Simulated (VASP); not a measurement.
# LiCl: relaxation of cell and atoms with HF

LiCl:

```xyz
2
Lattice="0.0000 2.5648 2.5648 2.5648 0.0000 2.5648 2.5648 2.5648 0.0000" Properties=species:S:1:pos:R:3 pbc="T T T"
Cl    2.5648    2.5648    2.5648
Li    0.0000    0.0000    0.0000
```

| Property | Result |
| --- | --- |
| Program | VASP 6.6.1 |
| Task | relaxation of cell and atoms |
| Functional | HF |
| Potentials or basis | VASP PAW PBE potentials, release 64 (Cl, Li_sv) |
| Cutoff | 600 eV |
| k mesh | 5 × 5 × 5 |
| Occupations | fermi-dirac, width 0.05 eV |
| Spin | no spin polarisation |
| Dipole correction | no |
| Grid for exact exchange (PRECFOCK) | Normal |
| Further INCAR settings | ALGO = Normal; EDIFF = 1e-06; IBRION = 2; EDIFFG = -0.01; NSW = 60; ISIF = 3 |
| Share of exact exchange | 1 |

```
Relaxed volume                        : 18.07 Å³/atom
Relaxed cell                          : a = 3.711 Å, b = 3.711 Å, c = 3.711 Å, α = 60.00°, β = 60.00°, γ = 60.00°
Space group after relaxing (to 0.1 Å) : Fm-3m (No. 225)
Energy gained by relaxing             : 7.5 meV/atom
Ionic steps                           : 3
Pressure after relaxing               : -0.1 GPa
Band gap on the k mesh                : 14.73 eV
```

Step by step:
```csv
step,energy change (eV),largest force (eV/Å),pressure (GPa),volume (Å³)
1,0.0000,0.0000,2.21,33.74
2,-0.0116,0.0000,1.03,34.89
3,-0.0150,0.0000,-0.08,36.13
```

Final structure:
```yaml
crystal:
  lattice:
    - [0.00000, 2.62398, 2.62398]
    - [2.62398, 0.00000, 2.62398]
    - [2.62398, 2.62398, 0.00000]
  atoms:
    - { symbol: Cl, position: [0.50000, 0.50000, 0.50000] }
    - { symbol: Li, position: [0.00000, 0.00000, 0.00000] }
```

Levels at points of the mesh, in eV from the valence-band top:
```
           k point  band 1  band 2  band 3  band 4  band 5  band 6  band 7  band 8  band 9
(0.00, 0.00, 0.00)  -55.11  -18.14    0.00    0.00    0.00   14.73   21.11   21.11   21.11
```

Wall time 17 min on 1 thread of Intel(R) Xeon(R) Platinum 8259CL CPU @ 2.50GHz (Skylake/Cascade Lake) (shared host), peak memory 0.18 GiB.

Caveat: the k points lie up to 0.41 Å⁻¹ apart in the final cell; the cutoff is under 1.25 times the usual one of these potentials, so pressure, stress and relaxed cells hold a basis-set (Pulay) error; the PAW data sets were made with another functional, which shifts forces and pressure a little. Zero-point motion and thermal expansion aren't in these numbers.
